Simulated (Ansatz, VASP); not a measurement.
## Sn in VASP and in Ansatz

The input INCAR:

```
PREC     = Accurate       # precision mode
ENCUT    = 520            # plane-wave cutoff, eV
EDIFF    = 1E-6           # SCF threshold, eV
ISMEAR   = 0              # smearing method
SIGMA    = 0.15           # smearing width, eV
LREAL    = F              # projectors in reciprocal space
LASPH    = T              # aspherical terms in the spheres
NELM     = 100            # most SCF steps
ALGO     = Fast           # electronic algorithm
ISIF     = 2              # what is computed and relaxed
LWAVE    = F              # write WAVECAR
LCHARG   = T              # write CHGCAR
GGA      = PS             # functional
LELF     = T              # ELF
LVHAR    = T            
NBANDS   = 13             # bands
```

File KPOINTS:

```
Automatic mesh
0
Gamma
  18 18 18
```

The input POSCAR:

```
Sn
1.0
   -2.1078001489      2.1078001489      1.8946518192
    2.1078001489     -2.1078001489      1.8946518192
    2.1078001489      2.1078001489     -1.8946518192
Sn
1
Direct
    0.0000000000      0.0000000000      0.0000000000
```

Input for Ansatz:

```yaml
crystal:
  lattice:
    - [-2.1078001489, 2.1078001489, 1.8946518192]
    - [2.1078001489, -2.1078001489, 1.8946518192]
    - [2.1078001489, 2.1078001489, -1.8946518192]
  atoms:
    - { symbol: Sn, position: [0.0, 0.0, 0.0] }
basis:
  ecutwfc: 420
kpoints:
  mp_grid: { grid: [18, 18, 18] }
hamiltonian:
  xc: pbesol
scf:
  occupations: { method: gaussian, width: 0.15 }
output:
  forces: true
  stress: true
  eigenvalues: true
```

Change from the starting cell: strain +0.1125 x Voigt [1, 1, 0, 0, 0, 0], atoms carried along.

Alike in both runs: task single point; functional PBEsol; k mesh 18 × 18 × 18; occupations gaussian, width 0.15 eV; no spin polarisation.

```csv
,VASP,Ansatz
version,VASP 6.6.1,Ansatz 0.2.0
potentials or method,"VASP PAW PBE potentials, release 64 (Sn_d), cutoff 520 eV","scalar-relativistic, plane waves, PAW"
valence electrons in the cell,14,14
```

```tsv
	VASP	Ansatz	Ansatz less VASP
gap on the k mesh at the Fermi level (eV)	none	none	-
pressure (GPa)	-7.8	-7.8	+0.02
traceless stress, the component that is largest in VASP (GPa)	-0.60	-0.60	-0.001
```

VASP's potentials were made for PBE, not for PBEsol. A gap of «none» marks a metal or a gap that the smearing closes. With one functional, cell and mesh, what is left measures potentials, basis and numerics.
